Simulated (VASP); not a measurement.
Hf, 2 atoms in the cell. Symmetry: P6_3/mmc, No. 194, hexagonal system. Conventional cell: a = 3.205 Å, b = 3.205 Å, c = 5.068 Å, α = 90.00°, β = 90.00°, γ = 120.00°. Hf (site symmetry -6m2) has 12 Hf at 3.14 to 3.20 Å within 4.1 Å. 

- Program: VASP 6.6.1
- Task: single point
- Functional: PBE
- Potentials or basis: VASP PAW PBE potentials, release 64 (Hf_pv)
- Cutoff: 500 eV
- k mesh: 18 × 18 × 10
- Occupations: gaussian, width 0.15 eV
- Spin: no spin polarisation
- Dipole correction: no
- Further INCAR settings: ALGO = Normal; EDIFF = 1e-06; NBANDS = 17

Potentials or basis: VASP PAW PBE potentials, release 64 (Hf_pv).

Command:

```bash
$ cat potpaw_PBE.64/Hf_pv/POTCAR > POTCAR
$ mpirun -np 1 vasp_std > vasp.out
```

Hardware: 1 thread of Intel Xeon 8259CL (shared host).

Q: Estimate the wall time of this run.

A: It took 2.7 min on 1 thread of Intel Xeon 8259CL, on a shared host, peak memory 0.26 GiB. Counts: scf iterations 12, k points 222.
